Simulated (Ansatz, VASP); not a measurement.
Two plane-wave programs on B

Contents of INCAR:

```
ALGO = Normal
EDIFF = 1E-6
ENCUT = 500
GGA = PE
GGA_COMPAT = F
ISIF = 2
ISMEAR = -1
LASPH = T
LCHARG = F
LREAL = F
LWAVE = F
NBANDS = 14
NELM = 120
PREC = Accurate
SIGMA = 0.1
```

File KPOINTS:

```
k-points
0
Gamma
  23 23 2
```

POSCAR

```
B
1.0
    1.7812202550      0.0000000000      0.0000000000
   -0.8906101275      1.5425819905      0.0000000000
    0.0000000000      0.0000000000     19.0339090834
B
4
Direct
    1.0000000000      1.0000000000      1.0000000000
    1.0000000000      1.0000000000      0.5000000000
    0.3333333333      0.6666666667      0.2500000000
    0.6666666667      0.3333333333      0.7500000000
```

Input for Ansatz:

```yaml
crystal:
  lattice:
    - [1.781220255, 0.0, 0.0]
    - [-0.8906101275, 1.5425819905, 0.0]
    - [0.0, 0.0, 19.0339090834]
  atoms:
    - { symbol: B, position: [1.0, 1.0, 1.0] }
    - { symbol: B, position: [1.0, 1.0, 0.5] }
    - { symbol: B, position: [0.3333333333, 0.6666666667, 0.25] }
    - { symbol: B, position: [0.6666666667, 0.3333333333, 0.75] }
hamiltonian:
  xc: pbe
  pseudopotentials:
    kind: paw
    azcp:
      B: "pseudopotentials/B.paw.azcp"
basis:
  ecutwfc: 420
  fft_grid_basis: typed
kpoints:
  mp_grid: { grid: [23, 23, 2], shift: [0, 0, 0] }
magnetization:
  spin_polarized: false
scf:
  occupations: { method: fermi_dirac, width: 0.1 }
  lower_state_search: "off"
output:
  stress: true
  write_density: true
  write_potential: true
  elf: true
  volumetric_format: npy
```

Alike in both runs: task single point; functional PBE; k mesh 23 × 23 × 2; occupations fermi-dirac, width 0.1 eV; no spin polarisation.

```csv
,VASP,Ansatz
version,VASP 6.6.1,Ansatz 0.2.0
potentials or method,"VASP PAW PBE potentials, release 64 (B), cutoff 500 eV","plane waves (420 eV) with PAW, scalar-relativistic"
valence electrons in the cell,12,12
```

|  | VASP | Ansatz | Ansatz less VASP |
| --- | --- | --- | --- |
| pressure (GPa) | -14.1 | -14.0 | +0.09 |
| traceless stress, the component that is largest in VASP (GPa) | 13.82 | 13.79 | -0.024 |
